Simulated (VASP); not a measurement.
# Hf4N (Pm-3m) in VASP: notebook, part 3 of 3

VASP 6.6.1. The steps go on from the part before.

## 6. Relaxation of cell and atoms, PBE

Contents of INCAR:

```
  ALGO = Normal
  EDIFF = 1E-6
  EDIFFG = -0.01
  ENCUT = 600
  GGA = PE
  IBRION = 2
  ISIF = 3
  ISMEAR = 0
  LASPH = True
  LCHARG = False
  LREAL = False
  LWAVE = False
  NELM = 80
  NSW = 100
  PREC = Accurate
  SIGMA = 0.1
```

Contents of KPOINTS:

```
k-points
0
Gamma
  8 8 8
```

Contents of POSCAR:

```
Hf4N
1.0
    4.5093258454      0.0000000000      0.0000000000
    0.0000000000      4.5093258454      0.0000000000
    0.0000000000      0.0000000000      4.5093258454
Hf N
4 1
Direct
    0.5000000000      0.0000000000      0.0000000000
    0.0000000000      0.5000000000      0.0000000000
    0.0000000000      0.0000000000      0.5000000000
    0.5000000000      0.5000000000      0.5000000000
    0.0000000000      0.0000000000      0.0000000000
```

Potentials or basis: VASP PAW PBE potentials, release 64 (Hf_pv, N).

On the command line:

```console
cat potpaw_PBE.64/Hf_pv/POTCAR potpaw_PBE.64/N/POTCAR > POTCAR
mpirun -np 1 vasp_std > vasp.out
```

OUTCAR:

```text
EDIFF = 1E-6
   EDIFFG = -0.01
   ENCUT = 600
   GGA = PE
   IBRION = 2
   ISIF = 3
   ISMEAR = 0
   LASPH = True
   LREAL = False
   NELM = 80
   NSW = 100
   PREC = Accurate

 ion  position               nearest neighbor table
   1  0.500  0.000  0.000-   5 2.25   5 2.25   4 3.19   2 3.19   3 3.19   4 3.19   2 3.19   4 3.19
                             4 3.19   2 3.19   3 3.19   3 3.19   3 3.19   2 3.19
   2  0.000  0.500  0.000-   5 2.25   5 2.25   4 3.19   1 3.19   3 3.19   4 3.19   1 3.19   3 3.19
                             3 3.19   3 3.19   1 3.19   4 3.19   4 3.19   1 3.19
   3  0.000  0.000  0.500-   5 2.25   5 2.25   4 3.19   1 3.19   1 3.19   2 3.19   2 3.19   2 3.19
                             4 3.19   2 3.19   1 3.19   4 3.19   1 3.19   4 3.19
   4  0.500  0.500  0.500-   1 3.19   2 3.19   3 3.19   1 3.19   2 3.19   1 3.19   3 3.19   1 3.19
                             2 3.19   3 3.19   2 3.19   3 3.19
   5  0.000  0.000  0.000-   1 2.25   2 2.25   3 2.25   3 2.25   2 2.25   1 2.25

  LATTYP: Found a simple cubic cell.
 ALAT       =     4.5093258454

  Lattice vectors:

 A1 = (   4.5093258454,   0.0000000000,   0.0000000000)
 A2 = (   0.0000000000,   4.5093258454,   0.0000000000)
 A3 = (   0.0000000000,   0.0000000000,   4.5093258454)

Analysis of symmetry for initial positions (statically):
=====================================================================
 Subroutine PRICEL returns:
 Original cell was already a primitive cell.

 Routine SETGRP: Setting up the symmetry group for a
 simple cubic supercell.

 Subroutine GETGRP returns: Found 48 space group operations
 (whereof 48 operations were pure point group operations)
 out of a pool of 48 trial point group operations.

The static configuration has the point symmetry O_h .

Analysis of symmetry for dynamics (positions and initial velocities):
=====================================================================
 Subroutine PRICEL returns:
 Original cell was already a primitive cell.

 Routine SETGRP: Setting up the symmetry group for a
 simple cubic supercell.

 Subroutine GETGRP returns: Found 48 space group operations
 (whereof 48 operations were pure point group operations)
 out of a pool of 48 trial point group operations.

The dynamic configuration has the point symmetry O_h .

 Subroutine INISYM returns: Found 48 space group operations
 (whereof 48 operations are pure point group operations),
 and found     1 'primitive' translations

----------------------------------------------------------------------------------------

                                     Primitive cell

  volume of cell :      91.6927

  direct lattice vectors                    reciprocal lattice vectors
     4.509325845  0.000000000  0.000000000     0.221762639  0.000000000  0.000000000
     0.000000000  4.509325845  0.000000000     0.000000000  0.221762639  0.000000000
     0.000000000  0.000000000  4.509325845     0.000000000  0.000000000  0.221762639

  length of vectors
     4.509325845  4.509325845  4.509325845     0.221762639  0.221762639  0.221762639

  position of ions in fractional coordinates (direct lattice)
     0.500000000  0.000000000  0.000000000
     0.000000000  0.500000000  0.000000000
     0.000000000  0.000000000  0.500000000
[... 63 lines left out ...]
 [... further k-points ...]
   k-points           NKPTS =     35   k-points in BZ     NKDIM =     35   number of bands    NBANDS=     27
   number of dos      NEDOS =    301   number of ions     NIONS =      5
   total plane-waves  NPLWV =  46656
   dimension x,y,z NGX =    36 NGY =   36 NGZ =   36
   dimension x,y,z NGXF=    72 NGYF=   72 NGZF=   72
   ions per type =               4   1
   NGX,Y,Z   is equivalent  to a cutoff of  13.27, 13.27, 13.27 a.u.
   NGXF,Y,Z  is equivalent  to a cutoff of  26.54, 26.54, 26.54 a.u.
 SYSTEM =  unknown system
   PREC   = accura    normal or accurate (medium, high low for compatibility)
   ISTART =      0    job   : 0-new  1-cont  2-samecut
   ICHARG =      2    charge: 1-file 2-atom 10-const
   ISPIN  =      1    spin polarized calculation?
   LNONCOLLINEAR =      F non collinear calculations
   LSORBIT =      F    spin-orbit coupling
   LASPH  =      T    aspherical Exc in radial PAW
   ENCUT  =  600.0 eV  44.10 Ry    6.64 a.u.   9.01  9.01  9.01*2*pi/ulx,y,z
   NELM   =     80;   NELMIN=  2; NELMDL= -5     # of ELM steps
   EDIFF  = 0.1E-05   stopping-criterion for ELM
   LREAL  =      F    real-space projection
   EDIFFG = -.1E-01   stopping-criterion for IOM
   NSW    =    100    number of steps for IOM
   IBRION =      2    ionic relax: 0-MD 1-quasi-New 2-CG
   NFREE  =      1    steps in history (QN), initial steepest desc. (CG)
   ISIF   =      3    stress and relaxation
   ISYM   =      2    0-nonsym 1-usesym 2-fastsym
   POTIM  = 0.5000    time-step for ionic-motion
   TEBEG  =    0.0;   TEEND  =   0.0 temperature during run
   PSTRESS=    0.0 pullay stress
   NELECT =      45.0000    total number of electrons
   NUPDOWN=      -1.0000    fix difference up-down
   EMIN   =  10.00;   EMAX   =-10.00  energy-range for DOS
   EFERMI =   0.00;   METHOD = LEGACY
   ISMEAR =     0;   SIGMA  =   0.10  broadening in eV -4-tet -1-fermi 0-gaus
   EFERMI_NEDOS =   21; number of points for ismear=-14 and -15
   IALGO  =     38    algorithm
   IMIX   =      4    mixing-type and parameters
     AMIX     =   0.40;   BMIX     =  1.00
     AMIX_MAG =   1.60;   BMIX_MAG =  1.00
  volume/ion in A,a.u.               =      18.34       123.75
  Fermi-wavevector in a.u.,A,eV,Ry     =   1.291321  2.440242 22.687833  1.667509
  Thomas-Fermi vector in A             =   2.423098
   LORBIT       =      0    0 simple, 1 ext, 2 COOP (PROOUT), +10 PAW based schemes
   GGA     = PE    functional components
   LHFCALC =     F    Hartree Fock is set to
   AEXX    =    0.0000 exact exchange contribution
   IVDW    =     0    specifies the selected vdW correction
   LEPSILON=     F    determine dielectric tensor
   LRPA    =     F    only Hartree local field effects (RPA)
 conjugate gradient relaxation of ions
 non-spin polarized calculation
 Gauss-broadening in eV      SIGMA  =   0.10
  energy-cutoff  :      600.00
  volume of cell :       91.69
 maximum number of plane-waves:      3112
   NGX = 19   NGY = 19   NGZ = 19

--------------------------------------- Ionic step        1  -------------------------------------------

 number of electron      44.9999994 magnetization

 Free energy of the ion-electron system (eV)
  ---------------------------------------------------
  ext. energy  EPLUGINS =         0.00000000
  ---------------------------------------------------
  free energy    TOTEN  =       -51.59297695 eV

  energy without entropy =      -51.55984734  energy(sigma->0) =      -51.57641214

------------------------ aborting loop because EDIFF is reached ----------------------------------------

  FORCE on cell =-STRESS in cart. coord.  units (eV):
  Direction    XX          YY          ZZ          XY          YZ          ZX
  --------------------------------------------------------------------------------------
  -------------------------------------------------------------------------------------
  Total       -0.3253168     -0.3253168     -0.3253168      0.0000000     -0.0000000      0.0000000
  in kB       -5.6843683     -5.6843683     -5.6843683      0.0000000     -0.0000000      0.0000000
  external PRESSURE =      -5.6843683 kB  Pullay stress =       0.0000000 kB
[... 65 lines left out ...]
--------------------------------------- Ionic step        3  -------------------------------------------

 number of electron      44.9999993 magnetization

 Free energy of the ion-electron system (eV)
  ---------------------------------------------------
  ext. energy  EPLUGINS =         0.00000000
  ---------------------------------------------------
  free energy    TOTEN  =       -51.59363009 eV

  energy without entropy =      -51.56065765  energy(sigma->0) =      -51.57714387

 E-fermi :   5.1586     XC(G=0): -11.5941

 val. band max:        5.1561236522   @ k =   0.3750   0.1250   0.1250
 cond. band min:       5.1883254596   @ k =   0.3750   0.2500   0.2500
 fundamental gap:      0.0322018074
 Fermi energy:         5.1585573551

 k-point     1 :       0.0000    0.0000    0.0000
  band No.  band energies     occupation
      1     -25.5134      2.00000
      2     -25.5134      2.00000
      3     -25.5134      2.00000
      4     -25.0744      2.00000
      5     -25.0744      2.00000
      6     -25.0744      2.00000
[... 709 lines left out ...]
     26       6.5177      0.00000
     27       7.5317      0.00000

 [... further k-points ...]

------------------------ aborting loop because EDIFF is reached ----------------------------------------

  FORCE on cell =-STRESS in cart. coord.  units (eV):
  Direction    XX          YY          ZZ          XY          YZ          ZX
  --------------------------------------------------------------------------------------
  -------------------------------------------------------------------------------------
  Total        0.0047231      0.0047231      0.0047231      0.0000000     -0.0000000     -0.0000000
  in kB        0.0828575      0.0828575      0.0828575      0.0000000     -0.0000000     -0.0000000
  external PRESSURE =       0.0828575 kB  Pullay stress =       0.0000000 kB
[... 20 lines left out ...]
  FREE ENERGIE OF THE ION-ELECTRON SYSTEM (eV)
  ---------------------------------------------------
  free  energy   TOTEN  =       -51.5936300875 eV

  energy  without entropy=      -51.5606576495  energy(sigma->0) =      -51.57714387

 reached required accuracy - stopping structural energy minimisation
```

Wall time 82 s (1 thread of Intel Xeon 6975P-C (Granite Rapids), shared host); peak memory 0.26 GiB.

Results:

- Free energy: -51.5936 eV
- Relaxed volume: 18.27 Å³/atom
- Relaxed cell: a = 4.503 Å, b = 4.503 Å, c = 4.503 Å, α = 90.00°, β = 90.00°, γ = 90.00°
- Space group after relaxing (to 0.05 Å): Pm-3m (No. 221)
- Energy gained by relaxing: 0.1 meV/atom
- Ionic steps: 3
- Pressure after relaxing: 0.0 GPa

Step by step:
```tsv
step	energy change (eV)	largest force (eV/Å)	pressure (GPa)	volume (Å³)
1	0.0000	0.0000	-0.57	91.69
2	0.0006	0.0000	0.81	90.83
3	-0.0007	0.0000	0.01	91.33
```

Final structure:
```cif
data_structure
_symmetry_space_group_name_H-M 'P 1'
_symmetry_Int_Tables_number 1
_cell_length_a 4.5033
_cell_length_b 4.5033
_cell_length_c 4.5033
_cell_angle_alpha 90.000
_cell_angle_beta 90.000
_cell_angle_gamma 90.000
_cell_volume 91.33
loop_
_atom_site_label
_atom_site_type_symbol
_atom_site_fract_x
_atom_site_fract_y
_atom_site_fract_z
_atom_site_occupancy
Hf1 Hf 0.50000 0.00000 0.00000 1
Hf2 Hf 0.00000 0.50000 0.00000 1
Hf3 Hf 0.00000 0.00000 0.50000 1
Hf4 Hf 0.50000 0.50000 0.50000 1
N1 N 0.00000 0.00000 0.00000 1
```

Levels at points of the mesh, in eV from the Fermi level:
| k point | band 21 | band 22 | band 23 | band 24 | band 25 | band 26 |
| --- | --- | --- | --- | --- | --- | --- |
| (0.00, 0.00, 0.00) | -2.10 | -2.10 | 1.38 | 1.38 | 1.38 | 3.92 |
| (0.50, 0.00, 0.00) | -0.55 | -0.44 | -0.44 | 1.20 | 1.20 | 1.25 |
| (0.50, 0.50, 0.00) | -0.35 | -0.35 | -0.26 | 0.15 | 0.89 | 0.89 |
| (0.50, 0.50, 0.50) | 0.58 | 0.58 | 0.58 | 1.23 | 1.23 | 1.23 |

Caveat: spin-orbit coupling is left out, which moves the levels of the heavy elements.

## 7. Summary

| task | cell | k mesh | cutoff (eV) | gap on the mesh (eV) | pressure (GPa) | relaxed volume (Å³/atom) |
| --- | --- | --- | --- | --- | --- | --- |
| single point | a = 4.509 Å, 5 atoms | 4 × 4 × 4 | 520 | none | -0.8 | - |
| single point | a = 4.568 Å, 5 atoms | 4 × 4 × 4 | 520 | none | -6.1 | - |
| relaxation of cell and atoms | relaxed from a = 4.568 Å, 5 atoms | 4 × 4 × 4 | 600 | none | -0.1 | 18.25 |
| single point | a = 4.512 Å, 5 atoms | 8 × 8 × 8 | 520 | none | -0.8 | - |
| relaxation of cell and atoms | relaxed from a = 4.509 Å, 5 atoms | 8 × 8 × 8 | 600 | none | 0.0 | 18.27 |

Alike in all rows: level PBE; potentials or basis VASP PAW PBE potentials, release 64 (Hf_pv, N); no spin polarisation; smearing gaussian 0.1 eV.

Caveats: spin-orbit coupling is left out, which moves the levels of the heavy elements.

Absolute energies hang on the potentials; compare differences alone.
